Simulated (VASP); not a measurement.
C:

```
C
1.0
     2.46447    0.00000    0.00000
     0.18249    2.95465    0.00000
     0.70635    1.19462    3.41452
C
6
Cartesian
  2.8598 3.7977 2.5758
  0.4935 0.3516 0.8387
  1.3209 1.8103 2.7948
  2.5254 2.3456 2.2937
  0.8279 1.8037 1.1208
  2.0324 2.3390 0.6197
```

The cell was built from a structure type or drawn by symmetry, and may not be a known phase.

```yaml
Program: VASP 6.6.1
Task: relaxation of cell and atoms
Functional: PBE
Potentials_or_basis: VASP PAW PBE potentials, release 64 (C)
Cutoff: 600 eV
k_mesh: 8 × 6 × 6
Occupations: gaussian, width 0.1 eV
Spin: no spin polarisation
```

At the start: pressure 261.2 GPa; volume 4.14 Å³/atom.

Problem. Where does the relaxation end?

Solution. Over 24 steps the energy falls by 3374.7 meV/atom and the volume is 6.26 Å³/atom (+51.0 %); space group P-1 (No. 2, to 0.1 Å) before, C2/m (No. 12, to 0.1 Å).

The path:
| step | energy change (eV) | largest force (eV/Å) | pressure (GPa) | volume (Å³) |
| --- | --- | --- | --- | --- |
| 1 | 0.0000 | 9.3319 | 261.20 | 24.86 |
| 2 | -9.0650 | 4.3801 | -37.64 | 57.64 |
| 3 | -12.1884 | 4.3090 | -11.62 | 40.72 |
| 4 | -15.2555 | 2.2718 | -31.54 | 42.47 |
| 5 | -15.3317 | 2.5777 | -31.48 | 42.64 |
| 6 | -17.1264 | 4.1611 | 28.45 | 35.71 |
| 7 | -17.1618 | 3.5867 | 19.44 | 36.41 |
| 8 | -18.4007 | 4.5829 | 31.24 | 34.89 |
| 9 | -18.4074 | 4.6893 | 33.55 | 34.73 |
| 10 | -19.5524 | 2.5988 | 16.32 | 35.91 |
| 11 | -19.5527 | 2.6072 | 16.41 | 35.89 |
| 12 | -20.0715 | 1.0812 | 2.87 | 37.06 |
| 13 | -20.1259 | 1.3670 | -1.97 | 37.61 |
| 14 | -20.2077 | 0.4608 | -1.58 | 37.67 |
| 15 | -20.2135 | 0.6483 | -1.36 | 37.69 |
| 16 | -20.2373 | 0.2856 | -0.55 | 37.59 |
| 17 | -20.2379 | 0.2843 | -0.37 | 37.57 |
| 18 | -20.2450 | 0.1156 | 0.37 | 37.51 |
| 19 | -20.2459 | 0.1577 | 0.75 | 37.48 |
| 20 | -20.2474 | 0.0427 | 0.01 | 37.54 |
| 21 | -20.2474 | 0.0475 | -0.12 | 37.55 |
| 22 | -20.2477 | 0.0406 | -0.10 | 37.55 |
| 23 | -20.2478 | 0.0580 | -0.07 | 37.54 |
| 24 | -20.2480 | 0.0328 | 0.00 | 37.53 |

Final structure:
```
C
1.0
     2.39928   -0.44326    0.26501
    -0.46985    3.67742   -0.44405
     0.86104    0.81696    4.34520
C
6
Direct
  0.98038 0.80871 0.83983
  0.01962 0.19129 0.16017
  0.21697 0.23598 0.80857
  0.89338 0.46582 0.67518
  0.10662 0.53418 0.32482
  0.78303 0.76402 0.19143
```

Caveat: the k points lie up to 0.35 Å⁻¹ apart in the final cell, too coarse for converged energies and pressures of a metal; the volume moved by over 15 % at a fixed basis, so the end points are rough.
